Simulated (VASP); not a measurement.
# AlN (vib) (Fm-3m) in VASP: further runs

The runs below take AlN (vib) through relaxation of cell and atoms, with LDA.

All numbers are computed with VASP 6.6.1; they aren't measurements. Logs are shortened: lines on timing, memory, paths and dates and some standing lists are left out, and cuts for length are marked.

### 1 The cell of the first run

It takes space group Fm-3m (No. 225, cubic). Conventional cell: a = 4.009 Å, b = 4.009 Å, c = 4.009 Å, α = 90.00°, β = 90.00°, γ = 90.00°. Within 2.7 Å of Al (site symmetry m-3m) lie 6 N at 2.00 Å. N (site symmetry m-3m) has 6 Al at 2.00 Å within 2.7 Å.

### 2 Relaxation of cell and atoms, LDA

Input file INCAR:

```
SYSTEM = AlN
ALGO = Normal
EDIFF = 1E-7
EDIFFG = -0.002
ENCUT = 600
GGA = CA
GGA_COMPAT = .False.
IBRION = 2
ISIF = 3
ISMEAR = 0
LASPH = .True.
LCHARG = .False.
LREAL = .False.
LWAVE = .False.
NELM = 120
NELMIN = 4
NSW = 100
PREC = Accurate
SIGMA = 0.02
```

Input file KPOINTS:

```
k-points
0
Gamma
  8 8 8
  0 0 0
```

Input file POSCAR:

```
AlN
1.0
    0.0000000000      2.0045623814      2.0045623814
    2.0045623814      0.0000000000      2.0045623814
    2.0045623814      2.0045623814      0.0000000000
Al N
1 1
Direct
    0.5000000000      0.5000000000      0.5000000000
    0.0000000000      0.0000000000      0.0000000000
```

Potentials or basis: VASP PAW LDA potentials, release 64 (Al, N).

Run with:

```console
> cat potpaw_LDA.64/Al/POTCAR potpaw_LDA.64/N/POTCAR > POTCAR
> mpirun -np 1 vasp_std > vasp.out
```

OUTCAR:

```text
SYSTEM = AlN
   EDIFF = 1E-7
   EDIFFG = -0.002
   ENCUT = 600
   GGA = CA
   IBRION = 2
   ISIF = 3
   ISMEAR = 0
   LASPH = .True.
   LREAL = .False.
   NELM = 120
   NELMIN = 4
   NSW = 100
   PREC = Accurate

 ion  position               nearest neighbor table
   1  0.500  0.500  0.500-   2 2.00   2 2.00   2 2.00   2 2.00   2 2.00   2 2.00
   2  0.000  0.000  0.000-   1 2.00   1 2.00   1 2.00   1 2.00   1 2.00   1 2.00

  LATTYP: Found a face centered cubic cell.
 ALAT       =     4.0091247628

  Lattice vectors:

 A1 = (   0.0000000000,   2.0045623814,   2.0045623814)
 A2 = (   2.0045623814,   0.0000000000,   2.0045623814)
 A3 = (   2.0045623814,   2.0045623814,   0.0000000000)

Analysis of symmetry for initial positions (statically):
=====================================================================
 Subroutine PRICEL returns:
 Original cell was already a primitive cell.

 Routine SETGRP: Setting up the symmetry group for a
 face centered cubic supercell.

 Subroutine GETGRP returns: Found 48 space group operations
 (whereof 48 operations were pure point group operations)
 out of a pool of 48 trial point group operations.

The static configuration has the point symmetry O_h .

Analysis of symmetry for dynamics (positions and initial velocities):
=====================================================================
 Subroutine PRICEL returns:
 Original cell was already a primitive cell.

 Routine SETGRP: Setting up the symmetry group for a
 face centered cubic supercell.

 Subroutine GETGRP returns: Found 48 space group operations
 (whereof 48 operations were pure point group operations)
 out of a pool of 48 trial point group operations.

The dynamic configuration has the point symmetry O_h .

 Subroutine INISYM returns: Found 48 space group operations
 (whereof 48 operations are pure point group operations),
 and found     1 'primitive' translations

----------------------------------------------------------------------------------------

                                     Primitive cell

  volume of cell :      16.1097

  direct lattice vectors                    reciprocal lattice vectors
     0.000000000  2.004562381  2.004562381    -0.249431000  0.249431000  0.249431000
     2.004562381  0.000000000  2.004562381     0.249431000 -0.249431000  0.249431000
     2.004562381  2.004562381  0.000000000     0.249431000  0.249431000 -0.249431000

  length of vectors
     2.834879306  2.834879306  2.834879306     0.432027166  0.432027166  0.432027166

  position of ions in fractional coordinates (direct lattice)
     0.500000000  0.500000000  0.500000000
     0.000000000  0.000000000  0.000000000

  ion indices of the primitive-cell ions
   primitive index   ion index
                 1           1
                 2           2

----------------------------------------------------------------------------------------

 KPOINTS: k-points

Automatic generation of k-mesh.
 Grid dimensions read from file:
 generate k-points for:    8    8    8

 Generating k-lattice:

  Cartesian coordinates                     Fractional coordinates (reciprocal lattice)
    -0.031178875  0.031178875  0.031178875     0.125000000  0.000000000  0.000000000
     0.031178875 -0.031178875  0.031178875     0.000000000  0.125000000  0.000000000
     0.031178875  0.031178875 -0.031178875     0.000000000  0.000000000  0.125000000

  Length of vectors
     0.054003396  0.054003396  0.054003396

  Shift w.r.t. Gamma in fractional coordinates (k-lattice)
     0.000000000  0.000000000  0.000000000

 Subroutine IBZKPT returns following result:
 ===========================================

 Found     29 irreducible k-points:

 Following reciprocal coordinates:
            Coordinates               Weight
  0.000000  0.000000  0.000000      1.000000
  0.125000  0.000000  0.000000      8.000000
  0.250000  0.000000  0.000000      8.000000
  0.375000  0.000000  0.000000      8.000000
  0.500000  0.000000  0.000000      4.000000
  0.125000  0.125000  0.000000      6.000000
[... 16 lines left out ...]
  0.500000  0.250000  0.125000     48.000000
 -0.375000  0.250000  0.125000     24.000000
 [... further k-points ...]
   k-points           NKPTS =     29   k-points in BZ     NKDIM =     29   number of bands    NBANDS=      8
   number of dos      NEDOS =    301   number of ions     NIONS =      2
   total plane-waves  NPLWV =  13824
   dimension x,y,z NGX =    24 NGY =   24 NGZ =   24
   dimension x,y,z NGXF=    48 NGYF=   48 NGZF=   48
   ions per type =               1   1
   NGX,Y,Z   is equivalent  to a cutoff of  14.07, 14.07, 14.07 a.u.
   NGXF,Y,Z  is equivalent  to a cutoff of  28.15, 28.15, 28.15 a.u.
 SYSTEM =  AlN
   PREC   = accura    normal or accurate (medium, high low for compatibility)
   ISTART =      0    job   : 0-new  1-cont  2-samecut
   ICHARG =      2    charge: 1-file 2-atom 10-const
   ISPIN  =      1    spin polarized calculation?
   LNONCOLLINEAR =      F non collinear calculations
   LSORBIT =      F    spin-orbit coupling
   LASPH  =      T    aspherical Exc in radial PAW
   ENCUT  =  600.0 eV  44.10 Ry    6.64 a.u.   5.66  5.66  5.66*2*pi/ulx,y,z
   NELM   =    120;   NELMIN=  4; NELMDL= -5     # of ELM steps
   EDIFF  = 0.1E-06   stopping-criterion for ELM
   LREAL  =      F    real-space projection
   EDIFFG = -.2E-02   stopping-criterion for IOM
   NSW    =    100    number of steps for IOM
   IBRION =      2    ionic relax: 0-MD 1-quasi-New 2-CG
   NFREE  =      1    steps in history (QN), initial steepest desc. (CG)
   ISIF   =      3    stress and relaxation
   ISYM   =      2    0-nonsym 1-usesym 2-fastsym
   POTIM  = 0.5000    time-step for ionic-motion
   TEBEG  =    0.0;   TEEND  =   0.0 temperature during run
   PSTRESS=    0.0 pullay stress
   NELECT =       8.0000    total number of electrons
   NUPDOWN=      -1.0000    fix difference up-down
   EMIN   =  10.00;   EMAX   =-10.00  energy-range for DOS
   EFERMI =   0.00;   METHOD = LEGACY
   ISMEAR =     0;   SIGMA  =   0.02  broadening in eV -4-tet -1-fermi 0-gaus
   EFERMI_NEDOS =   21; number of points for ismear=-14 and -15
   IALGO  =     38    algorithm
   IMIX   =      4    mixing-type and parameters
     AMIX     =   0.40;   BMIX     =  1.00
     AMIX_MAG =   1.60;   BMIX_MAG =  1.00
  volume/ion in A,a.u.               =       8.05        54.36
  Fermi-wavevector in a.u.,A,eV,Ry     =   1.296409  2.449857 22.866977  1.680675
  Thomas-Fermi vector in A             =   2.427867
   LORBIT       =      0    0 simple, 1 ext, 2 COOP (PROOUT), +10 PAW based schemes
   GGA     = CA    functional components
   LHFCALC =     F    Hartree Fock is set to
   AEXX    =    0.0000 exact exchange contribution
   IVDW    =     0    specifies the selected vdW correction
   LEPSILON=     F    determine dielectric tensor
   LRPA    =     F    only Hartree local field effects (RPA)
 conjugate gradient relaxation of ions
 non-spin polarized calculation
 Gauss-broadening in eV      SIGMA  =   0.02
  energy-cutoff  :      600.00
  volume of cell :       16.11
 maximum number of plane-waves:       546
   NGX = 11   NGY = 11   NGZ = 11

--------------------------------------- Ionic step        1  -------------------------------------------

 number of electron       8.0000000 magnetization

 Free energy of the ion-electron system (eV)
  ---------------------------------------------------
  ext. energy  EPLUGINS =         0.00000000
  ---------------------------------------------------
  free energy    TOTEN  =       -16.23079259 eV

  energy without entropy =      -16.23079259  energy(sigma->0) =      -16.23079259

------------------------ aborting loop because EDIFF is reached ----------------------------------------

  FORCE on cell =-STRESS in cart. coord.  units (eV):
  Direction    XX          YY          ZZ          XY          YZ          ZX
  --------------------------------------------------------------------------------------
  -------------------------------------------------------------------------------------
  Total        0.0920704      0.0920704      0.0920704      0.0000000     -0.0000000     -0.0000000
  in kB        9.1567611      9.1567611      9.1567611      0.0000000     -0.0000000     -0.0000000
  external PRESSURE =       9.1567611 kB  Pullay stress =       0.0000000 kB
[... 57 lines left out ...]
  energy  without entropy=      -16.2307851911  energy(sigma->0) =      -16.23078519

--------------------------------------- Ionic step        3  -------------------------------------------

 number of electron       8.0000000 magnetization

 Free energy of the ion-electron system (eV)
  ---------------------------------------------------
  ext. energy  EPLUGINS =         0.00000000
  ---------------------------------------------------
  free energy    TOTEN  =       -16.23094352 eV

  energy without entropy =      -16.23094352  energy(sigma->0) =      -16.23094352

 E-fermi :  10.1356     XC(G=0): -12.6778

 val. band max:       10.0019631194   @ k =   0.0000   0.0000   0.0000
 cond. band min:      14.6767093801   @ k =   0.5000   0.5000   0.0000
 fundamental gap:      4.6747462608
 Fermi energy:        10.1356336992

 k-point     1 :       0.0000    0.0000    0.0000
  band No.  band energies     occupation
      1      -7.6104      2.00000
      2      10.0020      2.00000
      3      10.0020      2.00000
      4      10.0020      2.00000
      5      16.0975      0.00000
      6      22.0929      0.00000
      7      22.0929      0.00000
      8      22.0929      0.00000
[... 243 lines left out ...]
 k-point    24 :      -0.3750    0.2500    0.1250
  band No.  band energies     occupation
      1      -3.6542      2.00000
      2       2.4081      2.00000
      3       6.2142      2.00000
      4       7.9563      2.00000
      5      18.5262      0.00000
      6      18.5751      0.00000
      7      22.4008      0.00000
      8      22.8154      0.00000

 [... further k-points ...]

------------------------ aborting loop because EDIFF is reached ----------------------------------------

  FORCE on cell =-STRESS in cart. coord.  units (eV):
  Direction    XX          YY          ZZ          XY          YZ          ZX
  --------------------------------------------------------------------------------------
  -------------------------------------------------------------------------------------
  Total       -0.0001751     -0.0001751     -0.0001751      0.0000000      0.0000000     -0.0000000
  in kB       -0.0173609     -0.0173609     -0.0173609      0.0000000      0.0000000     -0.0000000
  external PRESSURE =      -0.0173609 kB  Pullay stress =       0.0000000 kB
[... 17 lines left out ...]
  FREE ENERGIE OF THE ION-ELECTRON SYSTEM (eV)
  ---------------------------------------------------
  free  energy   TOTEN  =       -16.2309435196 eV

  energy  without entropy=      -16.2309435196  energy(sigma->0) =      -16.23094352

 reached required accuracy - stopping structural energy minimisation
```

Wall time 3.1 s (1 thread of Intel Xeon 6975P-C (Granite Rapids), shared host); peak memory 0.12 GiB.

Results:

| Quantity | Value |
| --- | --- |
| Free energy | -16.2309 eV |
| Relaxed volume | 8.08 Å³/atom |
| Relaxed cell | a = 2.838 Å, b = 2.838 Å, c = 2.838 Å, α = 60.00°, β = 60.00°, γ = 60.00° |
| Space group after relaxing (to 0.05 Å) | Fm-3m (No. 225) |
| Energy gained by relaxing | 0.1 meV/atom |
| Ionic steps | 3 |
| Pressure after relaxing | 0.0 GPa |
| Band gap on the k mesh | 4.67 eV, indirect (least direct gap 6.10 eV) |

Step by step:
```csv
step,energy change (eV),largest force (eV/Å),pressure (GPa),volume (Å³)
1,0.0000,0.0000,0.92,16.11
2,0.0000,0.0000,-0.93,16.22
3,-0.0002,0.0000,0.00,16.16
```

Final structure:
```
CELL_PARAMETERS angstrom
0.00000 2.00676 2.00676
2.00676 0.00000 2.00676
2.00676 2.00676 0.00000
ATOMIC_POSITIONS crystal
Al 0.50000 0.50000 0.50000
N 0.00000 0.00000 0.00000
```

Levels at points of the mesh, in eV from the valence-band top:
| k point | band 1 | band 2 | band 3 | band 4 | band 5 | band 6 | band 7 | band 8 |
| --- | --- | --- | --- | --- | --- | --- | --- | --- |
| (0.00, 0.00, 0.00) | -17.61 | 0.00 | 0.00 | 0.00 | 6.10 | 12.09 | 12.09 | 12.09 |
| (0.50, 0.00, 0.00) | -14.18 | -8.49 | -1.12 | -1.12 | 6.27 | 10.98 | 10.98 | 13.45 |
| (0.50, 0.50, 0.00) | -13.14 | -7.56 | -2.87 | -2.87 | 4.67 | 5.15 | 14.16 | 17.34 |

A k mesh can miss the band edges. As with any semilocal functional, this LDA gap is likely too small.

### 3 Relaxation of cell and atoms, LDA

This run uses another cell than the first one, of 8.42 Å³/atom, 1.046 times its volume.

Input file INCAR:

```
PREC = Accurate
ENCUT = 600
EDIFF = 1E-7
ISMEAR = 0
SIGMA = 0.1
LREAL = False
LASPH = True
NELM = 120
ALGO = Normal
ISIF = 3
LWAVE = False
LCHARG = False
IBRION = 2
NSW = 100
EDIFFG = -0.05
GGA_COMPAT = False
NELMIN = 4
```

Input file KPOINTS:

```
regular mesh
0
Gamma
  8 8 8
```

Input file POSCAR:

```
AlN
1.0
    0.0000000000      2.0345180000      2.0345180000
    2.0345180000      0.0000000000      2.0345180000
    2.0345180000      2.0345180000      0.0000000000
Al N
1 1
Direct
    0.5000000000      0.5000000000      0.5000000000
    0.0000000000      0.0000000000      0.0000000000
```

Potentials or basis: VASP PAW LDA potentials, release 64 (Al, N).

Run with:

```console
> cat potpaw_LDA.64/Al/POTCAR potpaw_LDA.64/N/POTCAR > POTCAR
> mpirun -np 1 vasp_std > vasp.out
```

It took 3.4 s on 1 thread of Intel Xeon 6975P-C (Granite Rapids), shared host; peak memory 0.13 GiB.

The run converged. Its results:

```yaml
Free_energy: -16.2320 eV
Relaxed_volume: 8.08 Å³/atom
Relaxed_cell: a = 2.838 Å, b = 2.838 Å, c = 2.838 Å, α = 60.00°, β = 60.00°, γ = 60.00°
Space_group_after_relaxing_to_0.05_Å: Fm-3m (No. 225)
Energy_gained_by_relaxing: 11.6 meV/atom
Ionic_steps: 3
Pressure_after_relaxing: -0.1 GPa
Band_gap_on_the_k_mesh: 4.67 eV, indirect (least direct gap 6.09 eV)
```

The path:
```csv
step,energy change (eV),largest force (eV/Å),pressure (GPa),volume (Å³)
1,0.0000,0.0000,-10.55,16.84
2,-0.0003,0.0000,12.00,15.53
3,-0.0233,0.0000,-0.07,16.16
```

Final structure:
```xyz
2
Lattice="0.0000 2.0068 2.0068 2.0068 0.0000 2.0068 2.0068 2.0068 0.0000" Properties=species:S:1:pos:R:3 pbc="T T T"
Al    2.0068    2.0068    2.0068
N     0.0000    0.0000    0.0000
```

Levels at points of the mesh, in eV from the valence-band top:
| k point | band 1 | band 2 | band 3 | band 4 | band 5 | band 6 | band 7 | band 8 |
| --- | --- | --- | --- | --- | --- | --- | --- | --- |
| (0.00, 0.00, 0.00) | -17.61 | 0.00 | 0.00 | 0.00 | 6.09 | 12.09 | 12.09 | 12.09 |
| (0.50, 0.00, 0.00) | -14.18 | -8.49 | -1.12 | -1.12 | 6.27 | 10.98 | 10.98 | 13.45 |
| (0.50, 0.50, 0.00) | -13.14 | -7.56 | -2.87 | -2.87 | 4.67 | 5.16 | 14.16 | 17.33 |
